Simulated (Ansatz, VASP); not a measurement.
**One calculation of Al, two programs**

INCAR

```
SYSTEM = Al
PREC     = Accurate       ! precision mode
ENCUT    = 600            ! plane-wave cutoff, eV
EDIFF    = 1E-7           ! SCF threshold, eV
ISMEAR   = 0              ! smearing method
SIGMA    = 0.1            ! smearing width, eV
LREAL    = .False.        ! projectors in reciprocal space
LASPH    = .True.         ! aspherical terms in the spheres
NELM     = 60             ! most SCF steps
ALGO     = Normal         ! electronic algorithm
ISIF     = 3              ! what is computed and relaxed
LWAVE    = .False.        ! write WAVECAR
LCHARG   = .False.        ! write CHGCAR
GGA      = PS             ! functional
IBRION   = 2              ! ionic algorithm
NSW      = 100            ! ionic steps
EDIFFG   = -0.01          ! ionic threshold
```

File KPOINTS:

```
regular mesh
0
Gamma
  24 24 24
  0 0 0
```

The input POSCAR:

```
Al
1.0
    0.0000000000      2.0092929141      2.0092929141
    2.0092929141      0.0000000000      2.0092929141
    2.0092929141      2.0092929141      0.0000000000
Al
1
Direct
    0.0000000000      0.0000000000      0.0000000000
```

Input for Ansatz:

```yaml
crystal:
  lattice:
    - [0.0, 2.0092929141, 2.0092929141]
    - [2.0092929141, 0.0, 2.0092929141]
    - [2.0092929141, 2.0092929141, 0.0]
  atoms:
    - { symbol: Al, position: [0.0, 0.0, 0.0] }
basis:
  ecutwfc: 420
kpoints:
  mp_grid: { grid: [24, 24, 24] }
hamiltonian:
  xc: pbesol
scf:
  occupations: { method: gaussian, width: 0.1 }
output:
  forces: true
  stress: true
  eigenvalues: true
relax:
  adjacent_minimum: "off"
  f_tol: 0.01
  max_steps: 80
  cell: { stress_tol: 0.05 }
```

Alike in both runs: task relaxation of cell and atoms; functional PBEsol; k mesh 24 × 24 × 24; occupations gaussian, width 0.1 eV; no spin polarisation.

|  | VASP | Ansatz |
| --- | --- | --- |
| version | VASP 6.6.1 | Ansatz 0.2.0 |
| potentials or method | VASP PAW PBE potentials, release 64 (Al), cutoff 600 eV | scalar-relativistic, plane waves, PAW |
| valence electrons in the cell | 3 | 3 |

|  | VASP | Ansatz | Ansatz less VASP |
| --- | --- | --- | --- |
| gap on the k mesh at the Fermi level, each at its own relaxed structure (eV) | none | none | - |
| relaxed volume (Å³/atom) | 16.17 | 16.16 | -0.008 |
| relaxed cell length with the largest relative difference (Å) | 2.838 | 2.838 | -0.0005 |

VASP's potentials were made for PBE, not for PBEsol. A gap of «none» marks a metal or a gap that the smearing closes.
